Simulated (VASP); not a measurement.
Si, 4 atoms in the cell. The structure is hexagonal, space group P6_3/mmc (No. 194). Conventional cell: a = 3.831 Å, b = 3.831 Å, c = 6.333 Å, α = 90.00°, β = 90.00°, γ = 120.00°. Within 3.1 Å of Si (site symmetry 3m) lie 4 Si at 2.35 to 2.37 Å. 

```yaml
Program: VASP 6.6.1
Task: single point
Functional: PBE
Potentials_or_basis: VASP PAW PBE potentials, release 64 (Si)
Cutoff: 520 eV
k_mesh: 8 × 8 × 4
Occupations: fermi-dirac, width 0.05 eV
Spin: no spin polarisation
Dipole_correction: no
Further_INCAR_settings: ALGO = Normal; EDIFF = 1e-07; NBANDS = 16
```

Potentials or basis: VASP PAW PBE potentials, release 64 (Si).

Run with:

```bash
$ cat potpaw_PBE.64/Si/POTCAR > POTCAR
$ mpirun -np 1 vasp_std > vasp.out
```

Hardware: 1 thread of Intel Xeon 6975P-C, with other jobs on the host.

Q: Estimate the wall time of this run.

A: Wall time 30 s on 1 thread of Intel Xeon 6975P-C, on a shared host, peak memory 0.18 GiB. Counts: scf iterations 14, k points 30.
